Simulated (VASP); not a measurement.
# TiSe in VASP: single point with r2SCAN

Aim: the single point of TiSe with r2SCAN.

Program: VASP 6.6.1. These are calculated values, not measurements. Logs are shortened: lines on timing, memory, paths and dates and some standing lists are left out, and cuts for length are marked.

### Step 1. The cell of the first run

The cell holds a disordered packing, 8 atoms: a = 5.696 Å, b = 5.220 Å, c = 5.283 Å, α = 91.85°, β = 88.58°, γ = 107.38°.

### Step 2. Single point, r2SCAN

Input file POSCAR:

```
TiSe
1.0
    5.6490240000     -0.7082910000      0.1663480000
   -0.9169300000      5.1205540000     -0.4381750000
    0.0114610000      0.2798490000      5.2756610000
Ti Se
4 4
Direct
    0.1029800000      0.9080170000      0.4976020000
    0.1129960000      0.2386330000      0.0643420000
    0.6724890000      0.6371740000      0.7974340000
    0.7318300000      0.4379170000      0.2877120000
    0.4137270000      0.9801360000      0.8780740000
    0.8067040000      0.1783810000      0.6827930000
    0.4096900000      0.7050700000      0.2347080000
    0.2209520000      0.4662120000      0.6096390000
```

Input file INCAR.step1:

```
ALGO     = Normal         # electronic algorithm
EDIFF    = 1E-4           # SCF threshold, eV
ENCUT    = 520            # plane-wave cutoff, eV
GGA      = PE             # functional
ISMEAR   = 1              # smearing method
LASPH    = True           # aspherical terms in the spheres
LCHARG   = False          # write CHGCAR
LREAL    = False          # projectors in reciprocal space
LWAVE    = True           # write WAVECAR
NBANDS   = 46             # bands
NELM     = 60             # most SCF steps
PREC     = Accurate       # precision mode
SIGMA    = 0.0868         # smearing width, eV
```

Input file INCAR.step2:

```
ALGO     = Normal         # electronic algorithm
EDIFF    = 1E-7           # SCF threshold, eV
ENCUT    = 520            # plane-wave cutoff, eV
ISIF     = 2              # what is computed and relaxed
ISMEAR   = 1              # smearing method
ISTART   = 1            
LASPH    = True           # aspherical terms in the spheres
LCHARG   = False          # write CHGCAR
LMIXTAU  = True         
LREAL    = False          # projectors in reciprocal space
LWAVE    = False          # write WAVECAR
METAGGA  = R2SCAN         # meta-GGA
NBANDS   = 46             # bands
NELM     = 60             # most SCF steps
PREC     = Accurate       # precision mode
SIGMA    = 0.0868         # smearing width, eV
```

Input file KPOINTS:

```
Automatic mesh
0
Gamma
  4 4 4
  0.5 0.5 0
```

Potentials or basis: VASP PAW PBE potentials, release 64 (Ti_sv, Se).

Command:

```
$ cat potpaw_PBE.64/Ti_sv/POTCAR potpaw_PBE.64/Se/POTCAR > POTCAR
$ cp INCAR.step1 INCAR
$ mpirun -np 1 vasp_std > vasp.out
$ cp INCAR.step2 INCAR
$ mpirun -np 1 vasp_std > vasp.out
```

OUTCAR:

```text
EDIFF = 1E-7
   ENCUT = 520
   ISIF = 2
   ISMEAR = 1
   ISTART = 1
   LASPH = True
   LREAL = False
   METAGGA = R2SCAN
   NELM = 60
   PREC = Accurate

 ion  position               nearest neighbor table
   1  0.103  0.908  0.498-   7 2.64   5 2.65   6 2.65   8 2.67   8 2.83   3 2.90   2 2.90
   2  0.113  0.239  0.064-   5 2.63   6 2.65   7 2.66   8 2.69   4 2.89   1 2.90
   3  0.672  0.637  0.797-   5 2.66   8 2.66   6 2.77   6 2.78   7 2.79   4 2.89   1 2.90   4 2.90

   4  0.732  0.438  0.288-   6 2.64   7 2.64   2 2.89   3 2.89   3 2.90
   5  0.414  0.980  0.878-   6 2.39   7 2.40   2 2.63   1 2.65   3 2.66
   6  0.807  0.178  0.683-   5 2.39   8 2.42   4 2.64   2 2.65   1 2.65   3 2.77   3 2.78
   7  0.410  0.705  0.235-   5 2.40   8 2.43   4 2.64   1 2.64   2 2.66   3 2.79
   8  0.221  0.466  0.610-   6 2.42   7 2.43   3 2.66   1 2.67   2 2.69   1 2.83

  LATTYP: Found a triclinic cell.
 ALAT       =     5.2204244293
 B/A-ratio  =     1.2404543684
 C/A-ratio  =     1.0120040287
 COS(alpha) =     0.0042402214
 COS(beta)  =     0.0322404127
 COS(gamma) =     0.5434951682

  Lattice vectors:

 A1 = (  -0.9169300000,   5.1205540000,  -0.4381750000)
 A2 = (   4.7320940000,   4.4122630000,  -0.2718270000)
 A3 = (  -0.0114610000,  -0.2798490000,  -5.2756610000)

Analysis of symmetry for initial positions (statically):
=====================================================================
 Subroutine PRICEL returns:
 Original cell was already a primitive cell.

 Routine SETGRP: Setting up the symmetry group for a
 triclinic supercell.

 Subroutine GETGRP returns: Found  1 space group operations
 (whereof  1 operations were pure point group operations)
 out of a pool of  2 trial point group operations.

The static configuration has the point symmetry C_1 .

Analysis of symmetry for dynamics (positions and initial velocities):
=====================================================================
 Subroutine PRICEL returns:
 Original cell was already a primitive cell.

 Routine SETGRP: Setting up the symmetry group for a
 triclinic supercell.

 Subroutine GETGRP returns: Found  1 space group operations
 (whereof  1 operations were pure point group operations)
 out of a pool of  2 trial point group operations.

The dynamic configuration has the point symmetry C_1 .

 Subroutine INISYM returns: Found  1 space group operations
 (whereof  1 operations are pure point group operations),
 and found     1 'primitive' translations

----------------------------------------------------------------------------------------

                                     Primitive cell

  volume of cell :     149.8220

  direct lattice vectors                    reciprocal lattice vectors
     5.649024000 -0.708291000  0.166348000     0.181127826  0.032254212 -0.002104422
    -0.916930000  5.120554000 -0.438175000     0.025251672  0.198905585 -0.010605863
     0.011461000  0.279849000  5.275661000    -0.003613879  0.015503277  0.188735183

  length of vectors
     5.695684327  5.220424429  5.283090554     0.183989271  0.200782378  0.189405335

  position of ions in fractional coordinates (direct lattice)
     0.102980000  0.908017000  0.497602000
     0.112996000  0.238633000  0.064342000
     0.672489000  0.637174000  0.797434000
     0.731830000  0.437917000  0.287712000
     0.413727000  0.980136000  0.878074000
     0.806704000  0.178381000  0.682793000
     0.409690000  0.705070000  0.234708000
     0.220952000  0.466212000  0.609639000

  ion indices of the primitive-cell ions
   primitive index   ion index
                 1           1
                 2           2
                 3           3
                 4           4
                 5           5
                 6           6
                 7           7
                 8           8

----------------------------------------------------------------------------------------

 KPOINTS: Automatic mesh

Automatic generation of k-mesh.
 Grid dimensions read from file:
 generate k-points for:    4    4    4

 Generating k-lattice:

  Cartesian coordinates                     Fractional coordinates (reciprocal lattice)
     0.045281956  0.008063553 -0.000526105     0.250000000 -0.000000000  0.000000000
     0.006312918  0.049726396 -0.002651466    -0.000000000  0.250000000 -0.000000000
    -0.000903470  0.003875819  0.047183796     0.000000000  0.000000000  0.250000000

  Length of vectors
     0.045997318  0.050195594  0.047351334

  Shift w.r.t. Gamma in fractional coordinates (k-lattice)
     0.500000000  0.500000000  0.000000000

 Subroutine IBZKPT returns following result:
 ===========================================

 Found     32 irreducible k-points:

 Following reciprocal coordinates:
            Coordinates               Weight
  0.125000  0.125000  0.000000      2.000000
  0.375000  0.125000  0.000000      2.000000
 -0.375000  0.125000  0.000000      2.000000
 -0.125000  0.125000  0.000000      2.000000
  0.125000  0.375000  0.000000      2.000000
  0.375000  0.375000  0.000000      2.000000
[... 16 lines left out ...]
 -0.375000 -0.125000  0.250000      2.000000
 -0.125000 -0.125000  0.250000      2.000000
 [... further k-points ...]
   k-points           NKPTS =     32   k-points in BZ     NKDIM =     32   number of bands    NBANDS=     46
   number of dos      NEDOS =    301   number of ions     NIONS =      8
   total plane-waves  NPLWV =  67200
   dimension x,y,z NGX =    42 NGY =   40 NGZ =   40
   dimension x,y,z NGXF=    84 NGYF=   80 NGZF=   80
   ions per type =               4   4
   NGX,Y,Z   is equivalent  to a cutoff of  12.26, 12.74, 12.59 a.u.
   NGXF,Y,Z  is equivalent  to a cutoff of  24.52, 25.48, 25.17 a.u.
 SYSTEM =  unknown system
   PREC   = accura    normal or accurate (medium, high low for compatibility)
   ISTART =      1    job   : 0-new  1-cont  2-samecut
   ICHARG =      0    charge: 1-file 2-atom 10-const
   ISPIN  =      1    spin polarized calculation?
   LNONCOLLINEAR =      F non collinear calculations
   LSORBIT =      F    spin-orbit coupling
   LASPH  =      T    aspherical Exc in radial PAW
   ENCUT  =  520.0 eV  38.22 Ry    6.18 a.u.  10.59  9.71  9.82*2*pi/ulx,y,z
   NELM   =     60;   NELMIN=  2; NELMDL=  0     # of ELM steps
   EDIFF  = 0.1E-06   stopping-criterion for ELM
   LREAL  =      F    real-space projection
   EDIFFG = 0.1E-05   stopping-criterion for IOM
   NSW    =      0    number of steps for IOM
   IBRION =     -1    ionic relax: 0-MD 1-quasi-New 2-CG
   NFREE  =      0    steps in history (QN), initial steepest desc. (CG)
   ISIF   =      2    stress and relaxation
   ISYM   =      2    0-nonsym 1-usesym 2-fastsym
   POTIM  = 0.5000    time-step for ionic-motion
   TEBEG  =    0.0;   TEEND  =   0.0 temperature during run
   PSTRESS=    0.0 pullay stress
   NELECT =      72.0000    total number of electrons
   NUPDOWN=      -1.0000    fix difference up-down
   EMIN   =  10.00;   EMAX   =-10.00  energy-range for DOS
   EFERMI =   0.00;   METHOD = LEGACY
   ISMEAR =     1;   SIGMA  =   0.09  broadening in eV -4-tet -1-fermi 0-gaus
   EFERMI_NEDOS =   21; number of points for ismear=-14 and -15
   IALGO  =     38    algorithm
   IMIX   =      4    mixing-type and parameters
     AMIX     =   0.40;   BMIX     =  1.00
     AMIX_MAG =   1.60;   BMIX_MAG =  1.00
  volume/ion in A,a.u.               =      18.73       126.38
  Fermi-wavevector in a.u.,A,eV,Ry     =   1.282312  2.423219 22.372398  1.644325
  Thomas-Fermi vector in A             =   2.414631
   LORBIT       =      0    0 simple, 1 ext, 2 COOP (PROOUT), +10 PAW based schemes
   METAGGA = R2SCAN    functional components
   LHFCALC =     F    Hartree Fock is set to
   AEXX    =    0.0000 exact exchange contribution
   IVDW    =     0    specifies the selected vdW correction
   LEPSILON=     F    determine dielectric tensor
   LRPA    =     F    only Hartree local field effects (RPA)
 non-spin polarized calculation
 Methfessel and Paxton  Order N= 1 SIGMA  =   0.09
  energy-cutoff  :      520.00
  volume of cell :      149.82
 maximum number of plane-waves:      4058
 NGX is ok and might be reduce to    42
   NGX = 21   NGY = 19   NGZ = 19

 number of electron      71.9999982 magnetization

 Free energy of the ion-electron system (eV)
  ---------------------------------------------------
  ext. energy  EPLUGINS =         0.00000000
  ---------------------------------------------------
  free energy    TOTEN  =      -107.64351985 eV

  energy without entropy =     -107.64392124  energy(sigma->0) =     -107.64365364

 E-fermi :   7.8250     XC(G=0): -11.5056

 val. band max:        7.8239091346   @ k =  -0.3750   0.1250   0.0000
 cond. band min:       7.8330009120   @ k =   0.1250   0.3750   0.0000
 fundamental gap:      0.0090917774
 Fermi energy:         7.8249631742

 k-point     1 :       0.1250    0.1250    0.0000
  band No.  band energies     occupation
      1     -51.8123      2.00000
      2     -51.7350      2.00000
      3     -51.6874      2.00000
      4     -51.6358      2.00000
      5     -27.2392      2.00000
      6     -27.1602      2.00000
[... 38 lines left out ...]
     45       9.4814     -0.00000
     46       9.6362      0.00000

 k-point     2 :       0.3750    0.1250    0.0000
  band No.  band energies     occupation
      1     -51.8121      2.00000
      2     -51.7350      2.00000
      3     -51.6873      2.00000
      4     -51.6361      2.00000
      5     -27.2396      2.00000
      6     -27.1562      2.00000
[... 38 lines left out ...]
     45       9.5006     -0.00000
     46       9.5732      0.00000

 k-point     3 :      -0.3750    0.1250    0.0000
  band No.  band energies     occupation
      1     -51.8122      2.00000
      2     -51.7349      2.00000
      3     -51.6874      2.00000
      4     -51.6360      2.00000
      5     -27.2395      2.00000
      6     -27.1572      2.00000
[... 38 lines left out ...]
     45       9.5374     -0.00000
     46       9.6340      0.00000

 k-point     4 :      -0.1250    0.1250    0.0000
  band No.  band energies     occupation
      1     -51.8123      2.00000
      2     -51.7349      2.00000
      3     -51.6874      2.00000
      4     -51.6358      2.00000
      5     -27.2391      2.00000
      6     -27.1611      2.00000
[... 920 lines left out ...]
     45       9.5106     -0.00000
     46       9.7124      0.00000

 k-point    23 :      -0.3750   -0.1250    0.2500
  band No.  band energies     occupation
      1     -51.8105      2.00000
      2     -51.7344      2.00000
      3     -51.6883      2.00000
      4     -51.6373      2.00000
      5     -27.2462      2.00000
      6     -27.1606      2.00000
[... 38 lines left out ...]
     45       9.4601     -0.00000
     46       9.5982      0.00000

 k-point    24 :      -0.1250   -0.1250    0.2500
  band No.  band energies     occupation
      1     -51.8106      2.00000
      2     -51.7347      2.00000
      3     -51.6882      2.00000
      4     -51.6371      2.00000
      5     -27.2456      2.00000
      6     -27.1614      2.00000
[... 38 lines left out ...]
     45       9.5336     -0.00000
     46       9.5757      0.00000

 [... further k-points ...]
[... 5 lines left out ...]
  --------------------------------------------------------------------------------------
  -------------------------------------------------------------------------------------
  Total        8.6252577      1.5307889      8.3777775      8.7512933     -8.6730301     -6.8625766
  in kB       92.2374147     16.3700624     89.5908926     93.5852237    -92.7482868    -73.3875266
  external PRESSURE =      66.0661232 kB  Pullay stress =       0.0000000 kB

 VOLUME and BASIS-vectors are now :
 -----------------------------------------------------------------------------
  energy-cutoff  :      520.00
  volume of cell :      149.82
      direct lattice vectors                 reciprocal lattice vectors
     5.649024000 -0.708291000  0.166348000     0.181127826  0.032254212 -0.002104422
    -0.916930000  5.120554000 -0.438175000     0.025251672  0.198905585 -0.010605863
     0.011461000  0.279849000  5.275661000    -0.003613879  0.015503277  0.188735183

 POSITION                                       TOTAL-FORCE (eV/Angst)
 -----------------------------------------------------------------------------------
     -0.24515      4.71586      2.24444        -0.119335      0.060019      0.082748
      0.42024      1.15991      0.25368         0.333157      0.423238     -0.645764
      3.22380      3.00953      4.03966         0.393054      0.183513      0.558372
      3.73588      1.80454      1.44773        -0.758236      0.196194     -0.028853
      1.44850      4.97153      4.27177        -2.516028      1.992034     -0.900305
      4.40135      0.53311      3.65822        -0.505810     -0.846469      0.434136
      1.67054      3.38585      0.99745         1.415824     -0.952362     -0.198194
      0.82767      2.40137      3.04872         1.757373     -1.056166      0.697860
 -----------------------------------------------------------------------------------
    total drift:                                0.000154      0.002137     -0.002896

  FREE ENERGIE OF THE ION-ELECTRON SYSTEM (eV)
  ---------------------------------------------------
  free  energy   TOTEN  =      -107.6435198476 eV

  energy  without entropy=     -107.6439212380  energy(sigma->0) =     -107.64365364
```

Wall time 19 min (1 thread of Intel Xeon Platinum 8559C (Emerald Rapids), shared host); peak memory 0.37 GiB.

Results:

* Free energy: -107.6435 eV
* Pressure: 6.6 GPa
* Largest force: 3.333 eV/Å
* Band gap on the k mesh: zero (bands 36 and 37 overlap by 0.09 eV)

Forces on the atoms (eV/Å):
```
Ti  -0.119  0.060  0.083
Ti   0.333  0.423 -0.646
Ti   0.393  0.184  0.558
Ti  -0.758  0.196 -0.029
Se  -2.516  1.992 -0.900
Se  -0.506 -0.846  0.434
Se   1.416 -0.952 -0.198
Se   1.757 -1.056  0.698
```

Caveat: the PAW data sets were made with another functional, which shifts forces and pressure a little.
